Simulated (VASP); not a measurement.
# RbCd (NaTl type) (Fd-3m) in VASP: electric field gradients with PBE

Aim: the electric field gradients of RbCd (NaTl type) with PBE.

Program: VASP 6.6.1. These are calculated values, not measurements. Logs are shortened: lines on timing, memory, paths and dates and some standing lists are left out, and cuts for length are marked.

## 1. The cell of the first run

The structure is cubic, space group Fd-3m (No. 227). Conventional cell: a = 8.772 Å, b = 8.772 Å, c = 8.772 Å, α = 90.00°, β = 90.00°, γ = 90.00°. Rb (site symmetry -43m) has 4 Rb at 3.80 Å and 10 Cd at 3.80 to 4.39 Å within 5.0 Å. Cd (site symmetry -43m) has 4 Cd at 3.80 Å and 10 Rb at 3.80 to 4.39 Å within 5.0 Å.

## 2. Electric field gradients, PBE

Input file INCAR:

```
PREC = Accurate
ENCUT = 520
EDIFF = 1E-8
ISMEAR = -1
SIGMA = 0.05
LREAL = False
LASPH = True
NELM = 100
ALGO = Normal
ISIF = 2
LWAVE = False
LCHARG = False
GGA = PE
LEFG = True
NBANDS = 29
```

Input file KPOINTS:

```
Automatic mesh
0
Gamma
  7 7 7
```

Input file POSCAR:

```
RbCd
1.0
    0.0000000000      4.3861517179      4.3861517179
    4.3861517179      0.0000000000      4.3861517179
    4.3861517179      4.3861517179      0.0000000000
Rb Cd
2 2
Direct
    0.1250000000      0.1250000000      0.1250000000
   -0.1250000000     -0.1250000000     -0.1250000000
    0.3750000000      0.3750000000      0.3750000000
   -0.3750000000     -0.3750000000     -0.3750000000
```

Potentials or basis: VASP PAW PBE potentials, release 64 (Rb_sv, Cd).

Launch:

```bash
> cat potpaw_PBE.64/Rb_sv/POTCAR potpaw_PBE.64/Cd/POTCAR > POTCAR
> mpirun -np 1 vasp_std > vasp.out
```

OUTCAR:

```text
PREC = Accurate
   ENCUT = 520
   EDIFF = 1E-8
   ISMEAR = -1
   LREAL = False
   LASPH = True
   NELM = 100
   ISIF = 2
   GGA = PE

 ion  position               nearest neighbor table
   1  0.125  0.125  0.125-   2 3.80   3 3.80   2 3.80   2 3.80   2 3.80   3 3.80   3 3.80   3 3.80
                             4 4.39   4 4.39   4 4.39   4 4.39   4 4.39   4 4.39
   2  0.875  0.875  0.875-   1 3.80   4 3.80   4 3.80   4 3.80   4 3.80   1 3.80   1 3.80   1 3.80
                             3 4.39   3 4.39   3 4.39   3 4.39   3 4.39   3 4.39
   3  0.375  0.375  0.375-   1 3.80   1 3.80   1 3.80   1 3.80   2 4.39   2 4.39   2 4.39   2 4.39
                             2 4.39   2 4.39
   4  0.625  0.625  0.625-   2 3.80   2 3.80   2 3.80   2 3.80   1 4.39   1 4.39   1 4.39   1 4.39
                             1 4.39   1 4.39

  LATTYP: Found a face centered cubic cell.
 ALAT       =     8.7723034358

  Lattice vectors:

 A1 = (   0.0000000000,   4.3861517179,   4.3861517179)
 A2 = (   4.3861517179,   0.0000000000,   4.3861517179)
 A3 = (   4.3861517179,   4.3861517179,   0.0000000000)

Analysis of symmetry for initial positions (statically):
=====================================================================
 Subroutine PRICEL returns:
 Original cell was already a primitive cell.

 Routine SETGRP: Setting up the symmetry group for a
 face centered cubic supercell.

 Subroutine GETGRP returns: Found 48 space group operations
 (whereof 12 operations were pure point group operations)
 out of a pool of 48 trial point group operations.

The static configuration has the point symmetry D_3d.
 The point group associated with its full space group is O_h .

Analysis of symmetry for dynamics (positions and initial velocities):
=====================================================================
 Subroutine PRICEL returns:
 Original cell was already a primitive cell.

 Routine SETGRP: Setting up the symmetry group for a
 face centered cubic supercell.

 Subroutine GETGRP returns: Found 48 space group operations
 (whereof 12 operations were pure point group operations)
 out of a pool of 48 trial point group operations.

The dynamic configuration has the point symmetry D_3d.
 The point group associated with its full space group is O_h .

 Subroutine INISYM returns: Found 48 space group operations
 (whereof 12 operations are pure point group operations),
 and found     1 'primitive' translations

----------------------------------------------------------------------------------------

                                     Primitive cell

  volume of cell :     168.7644

  direct lattice vectors                    reciprocal lattice vectors
     0.000000000  4.386151718  4.386151718    -0.113995145  0.113995145  0.113995145
     4.386151718  0.000000000  4.386151718     0.113995145 -0.113995145  0.113995145
     4.386151718  4.386151718  0.000000000     0.113995145  0.113995145 -0.113995145

  length of vectors
     6.202955246  6.202955246  6.202955246     0.197445383  0.197445383  0.197445383

  position of ions in fractional coordinates (direct lattice)
     0.125000000  0.125000000  0.125000000
     0.875000000  0.875000000  0.875000000
     0.375000000  0.375000000  0.375000000
     0.625000000  0.625000000  0.625000000

  ion indices of the primitive-cell ions
   primitive index   ion index
                 1           1
                 2           2
                 3           3
                 4           4

----------------------------------------------------------------------------------------

 KPOINTS: Automatic mesh

Automatic generation of k-mesh.
 Grid dimensions read from file:
 generate k-points for:    7    7    7

 Generating k-lattice:

  Cartesian coordinates                     Fractional coordinates (reciprocal lattice)
    -0.016285021  0.016285021  0.016285021     0.142857143  0.000000000  0.000000000
     0.016285021 -0.016285021  0.016285021     0.000000000  0.142857143  0.000000000
     0.016285021  0.016285021 -0.016285021     0.000000000  0.000000000  0.142857143

  Length of vectors
     0.028206483  0.028206483  0.028206483

  Shift w.r.t. Gamma in fractional coordinates (k-lattice)
     0.000000000  0.000000000  0.000000000

 Subroutine IBZKPT returns following result:
 ===========================================

 Found     20 irreducible k-points:

 Following reciprocal coordinates:
            Coordinates               Weight
  0.000000  0.000000  0.000000      1.000000
  0.142857  0.000000  0.000000      8.000000
  0.285714  0.000000  0.000000      8.000000
  0.428571  0.000000  0.000000      8.000000
  0.142857  0.142857  0.000000      6.000000
  0.285714  0.142857  0.000000     24.000000
[... 12 lines left out ...]
 -0.428571  0.428571  0.142857     24.000000
 -0.285714  0.428571  0.142857     24.000000
   k-points           NKPTS =     20   k-points in BZ     NKDIM =     20   number of bands    NBANDS=     29
   number of dos      NEDOS =    301   number of ions     NIONS =      4
   total plane-waves  NPLWV = 110592
   dimension x,y,z NGX =    48 NGY =   48 NGZ =   48
   dimension x,y,z NGXF=    96 NGYF=   96 NGZF=   96
   ions per type =               2   2
   NGX,Y,Z   is equivalent  to a cutoff of  12.86, 12.86, 12.86 a.u.
   NGXF,Y,Z  is equivalent  to a cutoff of  25.73, 25.73, 25.73 a.u.
 SYSTEM =  unknown system
   PREC   = accura    normal or accurate (medium, high low for compatibility)
   ISTART =      0    job   : 0-new  1-cont  2-samecut
   ICHARG =      2    charge: 1-file 2-atom 10-const
   ISPIN  =      1    spin polarized calculation?
   LNONCOLLINEAR =      F non collinear calculations
   LSORBIT =      F    spin-orbit coupling
   LASPH  =      T    aspherical Exc in radial PAW
   ENCUT  =  520.0 eV  38.22 Ry    6.18 a.u.  11.53 11.53 11.53*2*pi/ulx,y,z
   NELM   =    100;   NELMIN=  2; NELMDL= -5     # of ELM steps
   EDIFF  = 0.1E-07   stopping-criterion for ELM
   LREAL  =      F    real-space projection
   EDIFFG = 0.1E-06   stopping-criterion for IOM
   NSW    =      0    number of steps for IOM
   IBRION =     -1    ionic relax: 0-MD 1-quasi-New 2-CG
   NFREE  =      0    steps in history (QN), initial steepest desc. (CG)
   ISIF   =      2    stress and relaxation
   ISYM   =      2    0-nonsym 1-usesym 2-fastsym
   POTIM  = 0.5000    time-step for ionic-motion
   TEBEG  =    0.0;   TEEND  =   0.0 temperature during run
   PSTRESS=    0.0 pullay stress
   NELECT =      42.0000    total number of electrons
   NUPDOWN=      -1.0000    fix difference up-down
   EMIN   =  10.00;   EMAX   =-10.00  energy-range for DOS
   EFERMI =   0.00;   METHOD = LEGACY
   ISMEAR =    -1;   SIGMA  =   0.05  broadening in eV -4-tet -1-fermi 0-gaus
   EFERMI_NEDOS =   21; number of points for ismear=-14 and -15
   IALGO  =     38    algorithm
   IMIX   =      4    mixing-type and parameters
     AMIX     =   0.40;   BMIX     =  1.00
     AMIX_MAG =   1.60;   BMIX_MAG =  1.00
  volume/ion in A,a.u.               =      42.19       284.72
  Fermi-wavevector in a.u.,A,eV,Ry     =   1.029748  1.945942 14.427358  1.060381
  Thomas-Fermi vector in A             =   2.163811
   LORBIT       =      0    0 simple, 1 ext, 2 COOP (PROOUT), +10 PAW based schemes
   GGA     = PE    functional components
   LHFCALC =     F    Hartree Fock is set to
   AEXX    =    0.0000 exact exchange contribution
   IVDW    =     0    specifies the selected vdW correction
   LEPSILON=     F    determine dielectric tensor
   LRPA    =     F    only Hartree local field effects (RPA)
 non-spin polarized calculation
  energy-cutoff  :      520.00
  volume of cell :      168.76
 maximum number of plane-waves:      4573
 NGX is ok and might be reduce to    48
   NGX = 23   NGY = 23   NGZ = 23

 number of electron      42.0000013 magnetization

 Free energy of the ion-electron system (eV)
  ---------------------------------------------------
  ext. energy  EPLUGINS =         0.00000000
  ---------------------------------------------------
  free energy    TOTEN  =        -3.15908720 eV

  energy without entropy =       -3.13237418  energy(sigma->0) =       -3.14573069

 E-fermi :   1.1606     XC(G=0):  -7.7622

 val. band max:        1.0299899156   @ k =  -0.4286   0.4286   0.1429
 cond. band min:       1.1978709218   @ k =  -0.4286   0.2857   0.1429
 fundamental gap:      0.1678810063
 Fermi energy:         1.1605690778

 k-point     1 :       0.0000    0.0000    0.0000
  band No.  band energies     occupation
      1     -27.4664      2.00000
      2     -27.3716      2.00000
      3     -11.6966      2.00000
      4     -11.6966      2.00000
      5     -11.6966      2.00000
      6     -11.4011      2.00000
[... 21 lines left out ...]
     28       3.6049      0.00000
     29       4.3584      0.00000

 k-point     2 :       0.1429    0.0000    0.0000
  band No.  band energies     occupation
      1     -27.4629      2.00000
      2     -27.3751      2.00000
      3     -11.7055      2.00000
      4     -11.7055      2.00000
      5     -11.7002      2.00000
      6     -11.4015      2.00000
[... 21 lines left out ...]
     28       3.8904      0.00000
     29       5.0224      0.00000

 k-point     3 :       0.2857    0.0000    0.0000
  band No.  band energies     occupation
      1     -27.4539      2.00000
      2     -27.3841      2.00000
      3     -11.7238      2.00000
      4     -11.7238      2.00000
      5     -11.7103      2.00000
      6     -11.4000      2.00000
[... 21 lines left out ...]
     28       4.4171      0.00000
     29       5.0157      0.00000

 k-point     4 :       0.4286    0.0000    0.0000
  band No.  band energies     occupation
      1     -27.4444      2.00000
      2     -27.3937      2.00000
      3     -11.7373      2.00000
      4     -11.7373      2.00000
      5     -11.7201      2.00000
      6     -11.3967      2.00000
[... 469 lines left out ...]
     28       5.0502      0.00000
     29       5.4621      0.00000

 k-point    19 :      -0.4286    0.4286    0.1429
  band No.  band energies     occupation
      1     -27.4286      2.00000
      2     -27.4096      2.00000
      3     -11.7839      2.00000
      4     -11.7759      2.00000
      5     -11.5926      2.00000
      6     -11.5221      2.00000
[... 21 lines left out ...]
     28       5.1506      0.00000
     29       5.2130      0.00000

 k-point    20 :      -0.2857    0.4286    0.1429
  band No.  band energies     occupation
      1     -27.4256      2.00000
      2     -27.4125      2.00000
      3     -11.7915      2.00000
      4     -11.7733      2.00000
      5     -11.5903      2.00000
      6     -11.5205      2.00000
[... 21 lines left out ...]
     28       5.0391      0.00000
     29       5.6392      0.00000

------------------------ aborting loop because EDIFF is reached ----------------------------------------

  FORCE on cell =-STRESS in cart. coord.  units (eV):
  Direction    XX          YY          ZZ          XY          YZ          ZX
  --------------------------------------------------------------------------------------
  -------------------------------------------------------------------------------------
  Total        0.0390120      0.0390120      0.0390120      0.0000000     -0.0000000      0.0000000
  in kB        0.3703631      0.3703631      0.3703631      0.0000000     -0.0000000      0.0000000
  external PRESSURE =       0.3703631 kB  Pullay stress =       0.0000000 kB

 VOLUME and BASIS-vectors are now :
 -----------------------------------------------------------------------------
  energy-cutoff  :      520.00
  volume of cell :      168.76
      direct lattice vectors                 reciprocal lattice vectors
     0.000000000  4.386151718  4.386151718    -0.113995145  0.113995145  0.113995145
     4.386151718  0.000000000  4.386151718     0.113995145 -0.113995145  0.113995145
     4.386151718  4.386151718  0.000000000     0.113995145  0.113995145 -0.113995145

 POSITION                                       TOTAL-FORCE (eV/Angst)
 -----------------------------------------------------------------------------------
      1.09654      1.09654      1.09654        -0.000000     -0.000000      0.000000
      7.67577      7.67577      7.67577        -0.000000     -0.000000      0.000000
      3.28961      3.28961      3.28961         0.000000      0.000000      0.000000
      5.48269      5.48269      5.48269        -0.000000     -0.000000     -0.000000
 -----------------------------------------------------------------------------------
    total drift:                                0.000000      0.000000      0.000000

  FREE ENERGIE OF THE ION-ELECTRON SYSTEM (eV)
  ---------------------------------------------------
  free  energy   TOTEN  =        -3.1590872039 eV

  energy  without entropy=       -3.1323741761  energy(sigma->0) =       -3.14573069

 Electric field gradients (V/A^2)
---------------------------------------------------------------------
 ion       V_xx      V_yy      V_zz      V_xy      V_xz      V_yz
---------------------------------------------------------------------
   1      -0.000    -0.000     0.000     0.000     0.000     0.000
   2      -0.000    -0.000     0.000     0.000     0.000     0.000
   3      -0.000     0.000     0.000     0.002     0.002     0.002
   4      -0.000     0.000     0.000     0.002     0.002     0.002
---------------------------------------------------------------------

 Electric field gradients after diagonalization (V/A^2)
 (convention: |V_zz| > |V_xx| > |V_yy|)
----------------------------------------------------------------------
 ion       V_xx      V_yy      V_zz     asymmetry (V_yy - V_xx)/ V_zz
----------------------------------------------------------------------
   1      -0.000    -0.000     0.000       0.000
   2      -0.000    -0.000     0.000       0.000
   3      -0.002    -0.002     0.004       0.000
   4      -0.002    -0.002     0.004       0.000
----------------------------------------------------------------------

           NMR quadrupolar parameters

 Cq : quadrupolar parameter    Cq=e*Q*V_zz/h
 eta: asymmetry parameters     (V_yy - V_xx)/ V_zz
 Q  : nuclear electric quadrupole moment in mb (millibarn)
----------------------------------------------------------------------
 ion       Cq(MHz)       eta       Q (mb)
----------------------------------------------------------------------
   1       0.000       0.000       1.000
   2       0.000       0.000       1.000
   3       0.000       0.000       1.000
   4       0.000       0.000       1.000
----------------------------------------------------------------------
```

It took 74 s on 1 thread of Intel Xeon Platinum 8488C (Sapphire Rapids), shared host; peak memory 0.35 GiB.

What came out:

* Free energy: -3.1591 eV
* Pressure: 0.0 GPa
* Band gap on the k mesh: zero (bands 21 and 22 overlap by 1.07 eV)
* Largest electric field gradient by atom: zero within the noise of the run
